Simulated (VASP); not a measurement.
# Be (P6_3/mmc) in VASP: a series of runs

Runs on Be. Level: r2SCAN. Tasks: single point, relaxation of cell and atoms.

Everything below comes from runs of VASP 6.6.1. Logs are shortened: lines on timing, memory, paths and dates and some standing lists are left out, and cuts for length are marked.

## Step 1: The cell of the first run

Symmetry: P6_3/mmc, No. 194, hexagonal system. Conventional cell: a = 2.073 Å, b = 2.073 Å, c = 3.297 Å, α = 90.00°, β = 90.00°, γ = 120.00°. Within 2.7 Å of Be (site symmetry -6m2) lie 12 Be at 2.04 to 2.07 Å.

## Step 2: Single point, r2SCAN

Input file POSCAR:

```
Be
1.0
    2.0730798204      0.0000000000      0.0000000000
   -1.0365399102      1.7953397885      0.0000000000
    0.0000000000      0.0000000000      3.2967725106
Be
2
Direct
    0.3333333333      0.6666666667      0.2500000000
    0.6666666667      0.3333333333      0.7500000000
```

Input file INCAR.step1:

```
SYSTEM = Be
ALGO     = Normal         ! electronic algorithm
EDIFF    = 1E-4           ! SCF threshold, eV
ENCUT    = 520            ! plane-wave cutoff, eV
GGA      = PE             ! functional
ISMEAR   = -1             ! smearing method
LASPH    = .TRUE.         ! aspherical terms in the spheres
LCHARG   = .FALSE.        ! write CHGCAR
LREAL    = .FALSE.        ! projectors in reciprocal space
LWAVE    = .TRUE.         ! write WAVECAR
NBANDS   = 9              ! bands
NELM     = 100            ! most SCF steps
PREC     = Accurate       ! precision mode
SIGMA    = 0.1            ! smearing width, eV
```

Input file INCAR.step2:

```
SYSTEM = Be
ALGO     = Normal         ! electronic algorithm
EDIFF    = 1E-6           ! SCF threshold, eV
ENCUT    = 520            ! plane-wave cutoff, eV
ISIF     = 2              ! what is computed and relaxed
ISMEAR   = -1             ! smearing method
ISTART   = 1            
LASPH    = .TRUE.         ! aspherical terms in the spheres
LCHARG   = .FALSE.        ! write CHGCAR
LMIXTAU  = .TRUE.       
LREAL    = .FALSE.        ! projectors in reciprocal space
LWAVE    = .FALSE.        ! write WAVECAR
METAGGA  = R2SCAN         ! meta-GGA
NBANDS   = 9              ! bands
NELM     = 100            ! most SCF steps
PREC     = Accurate       ! precision mode
SIGMA    = 0.1            ! smearing width, eV
```

Input file KPOINTS:

```
k-points
0
G
  24 24 12
  0 0 0
```

Potentials or basis: VASP PAW PBE potentials, release 64 (Be).

Command:

```bash
$ cat potpaw_PBE.64/Be/POTCAR > POTCAR
$ cp INCAR.step1 INCAR
$ mpirun -np 1 vasp_std > vasp.out
$ cp INCAR.step2 INCAR
$ mpirun -np 1 vasp_std > vasp.out
```

OUTCAR:

```text
SYSTEM = Be
   EDIFF = 1E-6
   ENCUT = 520
   ISIF = 2
   ISMEAR = -1
   ISTART = 1
   LASPH = .TRUE.
   LREAL = .FALSE.
   METAGGA = R2SCAN
   NELM = 100
   PREC = Accurate

 ion  position               nearest neighbor table
   1  0.333  0.667  0.250-   2 2.04   2 2.04   2 2.04   2 2.04   2 2.04   2 2.04
   2  0.667  0.333  0.750-   1 2.04   1 2.04   1 2.04   1 2.04   1 2.04   1 2.04

  LATTYP: Found a hexagonal cell.
 ALAT       =     2.0730798204
 C/A-ratio  =     1.5902776527

  Lattice vectors:

 A1 = (   2.0730798204,   0.0000000000,   0.0000000000)
 A2 = (  -1.0365399102,   1.7953397885,   0.0000000000)
 A3 = (   0.0000000000,   0.0000000000,   3.2967725106)

Analysis of symmetry for initial positions (statically):
=====================================================================
 Subroutine PRICEL returns:
 Original cell was already a primitive cell.

 Routine SETGRP: Setting up the symmetry group for a
 hexagonal supercell.

 Subroutine GETGRP returns: Found 24 space group operations
 (whereof 12 operations were pure point group operations)
 out of a pool of 24 trial point group operations.

The static configuration has the point symmetry D_3d.
 The point group associated with its full space group is D_6h.

Analysis of symmetry for dynamics (positions and initial velocities):
=====================================================================
 Subroutine PRICEL returns:
 Original cell was already a primitive cell.

 Routine SETGRP: Setting up the symmetry group for a
 hexagonal supercell.

 Subroutine GETGRP returns: Found 24 space group operations
 (whereof 12 operations were pure point group operations)
 out of a pool of 24 trial point group operations.

The dynamic configuration has the point symmetry D_3d.
 The point group associated with its full space group is D_6h.

 Subroutine INISYM returns: Found 24 space group operations
 (whereof 12 operations are pure point group operations),
 and found     1 'primitive' translations

----------------------------------------------------------------------------------------

                                     Primitive cell

  volume of cell :      12.2702

  direct lattice vectors                    reciprocal lattice vectors
     2.073079820  0.000000000  0.000000000     0.482374094  0.278498813  0.000000000
    -1.036539910  1.795339788  0.000000000     0.000000000  0.556997626  0.000000000
     0.000000000  0.000000000  3.296772511     0.000000000  0.000000000  0.303326965

  length of vectors
     2.073079820  2.073079820  3.296772511     0.556997626  0.556997626  0.303326965

  position of ions in fractional coordinates (direct lattice)
     0.333333333  0.666666667  0.250000000
     0.666666667  0.333333333  0.750000000

  ion indices of the primitive-cell ions
   primitive index   ion index
                 1           1
                 2           2

----------------------------------------------------------------------------------------

 KPOINTS: k-points

Automatic generation of k-mesh.
 Grid dimensions read from file:
 generate k-points for:   24   24   12

 Generating k-lattice:

  Cartesian coordinates                     Fractional coordinates (reciprocal lattice)
     0.020098921  0.011604117  0.000000000     0.041666667  0.000000000  0.000000000
     0.000000000  0.023208234  0.000000000     0.000000000  0.041666667  0.000000000
     0.000000000  0.000000000  0.025277247     0.000000000  0.000000000  0.083333333

  Length of vectors
     0.023208234  0.023208234  0.025277247

  Shift w.r.t. Gamma in fractional coordinates (k-lattice)
     0.000000000  0.000000000  0.000000000

 Subroutine IBZKPT returns following result:
 ===========================================

 Found    427 irreducible k-points:

 Following reciprocal coordinates:
            Coordinates               Weight
  0.000000  0.000000  0.000000      1.000000
  0.041667  0.000000  0.000000      6.000000
  0.083333  0.000000  0.000000      6.000000
  0.125000  0.000000  0.000000      6.000000
  0.166667  0.000000  0.000000      6.000000
  0.208333 -0.000000  0.000000      6.000000
[... 16 lines left out ...]
  0.416667  0.041667  0.000000     12.000000
  0.458333  0.041667  0.000000     12.000000
 [... further k-points ...]
   k-points           NKPTS =    427   k-points in BZ     NKDIM =    427   number of bands    NBANDS=      9
   number of dos      NEDOS =    301   number of ions     NIONS =      2
   total plane-waves  NPLWV =   7168
   dimension x,y,z NGX =    16 NGY =   16 NGZ =   28
   dimension x,y,z NGXF=    32 NGYF=   32 NGZF=   56
   ions per type =               2
   NGX,Y,Z   is equivalent  to a cutoff of  12.83, 12.83, 14.12 a.u.
   NGXF,Y,Z  is equivalent  to a cutoff of  25.66, 25.66, 28.24 a.u.
 SYSTEM =  Be
   PREC   = accura    normal or accurate (medium, high low for compatibility)
   ISTART =      1    job   : 0-new  1-cont  2-samecut
   ICHARG =      0    charge: 1-file 2-atom 10-const
   ISPIN  =      1    spin polarized calculation?
   LNONCOLLINEAR =      F non collinear calculations
   LSORBIT =      F    spin-orbit coupling
   LASPH  =      T    aspherical Exc in radial PAW
   ENCUT  =  520.0 eV  38.22 Ry    6.18 a.u.   3.85  3.85  6.13*2*pi/ulx,y,z
   NELM   =    100;   NELMIN=  2; NELMDL=  0     # of ELM steps
   EDIFF  = 0.1E-05   stopping-criterion for ELM
   LREAL  =      F    real-space projection
   EDIFFG = 0.1E-04   stopping-criterion for IOM
   NSW    =      0    number of steps for IOM
   IBRION =     -1    ionic relax: 0-MD 1-quasi-New 2-CG
   NFREE  =      0    steps in history (QN), initial steepest desc. (CG)
   ISIF   =      2    stress and relaxation
   ISYM   =      2    0-nonsym 1-usesym 2-fastsym
   POTIM  = 0.5000    time-step for ionic-motion
   TEBEG  =    0.0;   TEEND  =   0.0 temperature during run
   PSTRESS=    0.0 pullay stress
   NELECT =       4.0000    total number of electrons
   NUPDOWN=      -1.0000    fix difference up-down
   EMIN   =  10.00;   EMAX   =-10.00  energy-range for DOS
   EFERMI =   0.00;   METHOD = LEGACY
   ISMEAR =    -1;   SIGMA  =   0.10  broadening in eV -4-tet -1-fermi 0-gaus
   EFERMI_NEDOS =   21; number of points for ismear=-14 and -15
   IALGO  =     38    algorithm
   IMIX   =      4    mixing-type and parameters
     AMIX     =   0.40;   BMIX     =  1.00
     AMIX_MAG =   1.60;   BMIX_MAG =  1.00
  volume/ion in A,a.u.               =       6.14        41.40
  Fermi-wavevector in a.u.,A,eV,Ry     =   1.126707  2.129167 17.272166  1.269468
  Thomas-Fermi vector in A             =   2.263390
   LORBIT       =      0    0 simple, 1 ext, 2 COOP (PROOUT), +10 PAW based schemes
   METAGGA = R2SCAN    functional components
   LHFCALC =     F    Hartree Fock is set to
   AEXX    =    0.0000 exact exchange contribution
   IVDW    =     0    specifies the selected vdW correction
   LEPSILON=     F    determine dielectric tensor
   LRPA    =     F    only Hartree local field effects (RPA)
 non-spin polarized calculation
  energy-cutoff  :      520.00
  volume of cell :       12.27
 maximum number of plane-waves:       345
 NGX is ok and might be reduce to    16
   NGX =  7   NGY =  7   NGZ = 13

 number of electron       4.0000000 magnetization

 Free energy of the ion-electron system (eV)
  ---------------------------------------------------
  ext. energy  EPLUGINS =         0.00000000
  ---------------------------------------------------
  free energy    TOTEN  =        -8.23411291 eV

  energy without entropy =       -8.22906512  energy(sigma->0) =       -8.23158902

 E-fermi :   9.3772     XC(G=0): -12.1845

 val. band max:        9.3487284995   @ k =   0.3333   0.2917   0.0833
 cond. band min:       9.3803836824   @ k =   0.2917   0.2917   0.0000
 fundamental gap:      0.0316551829
 Fermi energy:         9.3772139592

 k-point     1 :       0.0000    0.0000    0.0000
  band No.  band energies     occupation
      1      -4.3317      2.00000
      2       3.4908      2.00000
      3      11.2720      0.00000
      4      30.5911      0.00000
      5      30.5911      0.00000
      6      34.1018      0.00000
      7      34.1018      0.00000
      8      36.6477      0.00000
      9      42.7405      0.00000

 k-point     2 :       0.0417    0.0000    0.0000
  band No.  band energies     occupation
      1      -4.2731      2.00000
      2       3.5740      2.00000
      3      11.2785      0.00000
      4      29.9904      0.00000
      5      30.0964      0.00000
      6      34.1352      0.00000
      7      34.4298      0.00000
      8      36.5386      0.00000
      9      41.8119      0.00000

 k-point     3 :       0.0833    0.0000    0.0000
  band No.  band energies     occupation
      1      -4.0971      2.00000
      2       3.8235      2.00000
      3      11.2960      0.00000
      4      28.4487      0.00000
      5      29.0338      0.00000
      6      34.2077      0.00000
      7      34.9334      0.00000
      8      36.1628      0.00000
      9      39.9929      0.00000

 k-point     4 :       0.1250    0.0000    0.0000
  band No.  band energies     occupation
      1      -3.8034      2.00000
      2       4.2390      2.00000
      3      11.3172      0.00000
      4      26.4252      0.00000
      5      27.8341      0.00000
      6      34.2605      0.00000
      7      35.1084      0.00000
      8      35.3746      0.00000
      9      37.8287      0.00000

 k-point     5 :       0.1667    0.0000    0.0000
  band No.  band energies     occupation
      1      -3.3917      2.00000
      2       4.8198      2.00000
      3      11.3239      0.00000
      4      24.2606      0.00000
      5      26.6583      0.00000
      6      33.9959      0.00000
      7      34.0325      0.00000
      8      34.8788      0.00000
      9      35.8580      0.00000

 k-point     6 :       0.2083   -0.0000    0.0000
  band No.  band energies     occupation
      1      -2.8616      2.00000
      2       5.5651      2.00000
      3      11.2773      0.00000
      4      22.1755      0.00000
      5      25.5702      0.00000
      6      32.0209      0.00000
      7      32.5758      0.00000
      8      34.3898      0.00000
      9      35.1746      0.00000
[... 169 lines left out ...]
 k-point    21 :       0.3333    0.0417    0.0000
  band No.  band energies     occupation
      1      -0.0492      2.00000
      2       9.4661      0.58269
      3       9.4929      0.47847
      4      17.7302      0.00000
      5      22.1496      0.00000
      6      23.5418      0.00000
      7      26.4278      0.00000
      8      32.3103      0.00000
      9      35.8633      0.00000

 k-point    22 :       0.3750    0.0417    0.0000
  band No.  band energies     occupation
      1       0.9686      2.00000
      2       8.2749      1.99997
      3      10.9244      0.00000
      4      17.6830      0.00000
      5      21.2305      0.00000
      6      21.4297      0.00000
      7      25.1572      0.00000
      8      31.9423      0.00000
      9      35.9830      0.00000

 k-point    23 :       0.4167    0.0417    0.0000
  band No.  band energies     occupation
      1       2.0192      2.00000
      2       7.0201      2.00000
      3      12.4385      0.00000
      4      17.9699      0.00000
      5      19.1184      0.00000
      6      20.7390      0.00000
      7      24.2773      0.00000
      8      31.6904      0.00000
      9      36.0738      0.00000

 k-point    24 :       0.4583    0.0417    0.0000
  band No.  band energies     occupation
      1       2.8851      2.00000
      2       6.0272      2.00000
      3      13.7831      0.00000
      4      17.4719      0.00000
      5      18.3358      0.00000
      6      20.1935      0.00000
      7      23.8361      0.00000
      8      31.5627      0.00000
      9      36.1229      0.00000

 [... further k-points ...]

------------------------ aborting loop because EDIFF is reached ----------------------------------------

  FORCE on cell =-STRESS in cart. coord.  units (eV):
  Direction    XX          YY          ZZ          XY          YZ          ZX
  --------------------------------------------------------------------------------------
  -------------------------------------------------------------------------------------
  Total        3.7001542      3.7001542      3.7103763      0.0000000     -0.0000000      0.0000000
  in kB      483.1463908    483.1463907    484.4811452      0.0000000     -0.0000000      0.0000000
  external PRESSURE =     483.5913089 kB  Pullay stress =       0.0000000 kB

 VOLUME and BASIS-vectors are now :
 -----------------------------------------------------------------------------
  energy-cutoff  :      520.00
  volume of cell :       12.27
      direct lattice vectors                 reciprocal lattice vectors
     2.073079820  0.000000000  0.000000000     0.482374094  0.278498813  0.000000000
    -1.036539910  1.795339788  0.000000000     0.000000000  0.556997626  0.000000000
     0.000000000  0.000000000  3.296772511     0.000000000  0.000000000  0.303326965

 POSITION                                       TOTAL-FORCE (eV/Angst)
 -----------------------------------------------------------------------------------
     -0.00000      1.19689      0.82419        -0.000000      0.000000      0.000000
      1.03654      0.59845      2.47258         0.000000     -0.000000      0.000000
 -----------------------------------------------------------------------------------
    total drift:                                0.000000     -0.000000      0.000000

  FREE ENERGIE OF THE ION-ELECTRON SYSTEM (eV)
  ---------------------------------------------------
  free  energy   TOTEN  =        -8.2341129111 eV

  energy  without entropy=       -8.2290651200  energy(sigma->0) =       -8.23158902
```

Run time: 1.8 min. Hardware: 1 thread of Intel Xeon 8259CL, shared host; peak memory 0.15 GiB.

Results:

```yaml
Free_energy: -8.2341 eV
Pressure: 48.4 GPa
Band_gap_on_the_k_mesh: zero (bands 2 and 3 overlap by 2.49 eV)
```

Stress tensor (GPa, compression positive):
```
48.31  0.00  0.00
 0.00 48.31  0.00
 0.00  0.00 48.45
```

Caveat: the cell stands under pressure; the PAW data sets were made with another functional, which shifts forces and pressure a little.

(Part 1 of 2 ends here.)

The gap in the log of VASP goes by the Fermi energy; the results here count the filled bands.